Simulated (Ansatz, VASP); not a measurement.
## One calculation of MoW5, two programs

```
Mo W
1.0
     3.17984    0.00000    0.00000
     0.00000    3.17984    0.00000
     0.00000    0.00000   19.08359
Mo W
2 10
Cartesian
  1.5899 1.5899 4.7709
  1.5899 1.5899 14.3127
  0.0000 0.0000 6.3542
  0.0000 0.0000 15.8960
  1.5899 1.5899 7.9470
  1.5899 1.5899 17.4888
  0.0000 0.0000 0.0000
  0.0000 0.0000 9.5418
  1.5899 1.5899 1.5948
  1.5899 1.5899 11.1366
  0.0000 0.0000 3.1876
  0.0000 0.0000 12.7294
```

Alike in both runs: task single point; functional PBE; k mesh 6 × 6 × 1; occupations gaussian, width 0.2 eV; no spin polarisation.

|  | VASP | Ansatz |
| --- | --- | --- |
| version | VASP 6.6.1 | Ansatz 0.2.0 |
| potentials or method | VASP PAW PBE potentials, release 64 (Mo_sv, W_sv), cutoff 520 eV | scalar-relativistic, plane waves, PAW |
| valence electrons in the cell | 168 | 168 |

```tsv
	VASP	Ansatz	Ansatz less VASP
gap on the k mesh at the Fermi level (eV)	none	none	-
pressure (GPa)	0.2	-0.2	-0.49
traceless stress, the component that is largest in VASP (GPa)	0.09	0.09	-0.002
rms of the force components (eV/Å)	0.012	0.013	+0.0009
```

Atom by atom the forces differ by 0.001 eV/Å (rms over components). A gap of «none» marks a metal or a gap that the smearing closes. With one functional, cell and mesh, what is left measures potentials, basis and numerics.

Spin-orbit coupling is off throughout.
